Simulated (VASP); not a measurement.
Wanted: the native input for a VASP 6.6.1 run.

```yaml
Task: single point
Functional: PBEsol
Potentials_or_basis: VASP PAW PBE potentials, release 64 (Al, Ga_d, N)
Cutoff: 520 eV
k_mesh: 6 × 8 × 4
Occupations: gaussian, width 0.05 eV
Spin: no spin polarisation
Dipole_correction: no
Further_INCAR_settings: ALGO = Normal; EDIFF = 1e-06; NBANDS = 31
```

The structure of Al3GaN4 lies in POSCAR:

```
Al3GaN4
1.0
    5.0434079713      0.0000000000      0.0001149907
    0.0000000000      3.1300738974      0.0000000000
   -0.0032362569      0.0000000000      5.4179919474
Al Ga N
3 1 4
Direct
    0.5000138303      0.5000000000      0.1617960040
   -0.0020720074      0.5000000000      0.8349456801
    0.0030177489      0.0000000000      0.3326929485
    0.5002316440      0.0000000000      0.6690210087
    0.1107565673      0.0000000000      0.6683811457
    0.1221298480      0.5000000000      0.1655761732
    0.6249820711      0.5000000000      0.8366422478
    0.6225025636      0.0000000000      0.3237975200
```

This cell differs from its parent crystal: atoms displaced along a vibrational mode.

The input as run:

INCAR

```
PREC = Accurate
ENCUT = 520
EDIFF = 1E-6
ISMEAR = 0
SIGMA = 0.05
LREAL = False
LASPH = True
NELM = 80
ALGO = Normal
ISIF = 2
LWAVE = False
LCHARG = False
GGA = PS
NBANDS = 31
```

KPOINTS

```
regular mesh
0
Gamma
  6 8 4
```

Potentials or basis: VASP PAW PBE potentials, release 64 (Al, Ga_d, N).

The run is started by

```sh
$ cat potpaw_PBE.64/Al/POTCAR potpaw_PBE.64/Ga_d/POTCAR potpaw_PBE.64/N/POTCAR > POTCAR
$ mpirun -np 1 vasp_std > vasp.out
```

Results of the run:

The pressure is 0.0 GPa. The largest force is 0.679 eV/Å. The band gap on the k mesh is 3.47 eV.

Caveat: the cell differs from its parent crystal (atoms displaced along a vibrational mode); the PAW data sets were made with another functional, which shifts forces and pressure a little.

It took 120 s on 1 thread of Intel(R) Xeon(R) Platinum 8488C (Sapphire Rapids) (shared host), peak memory 0.29 GiB.
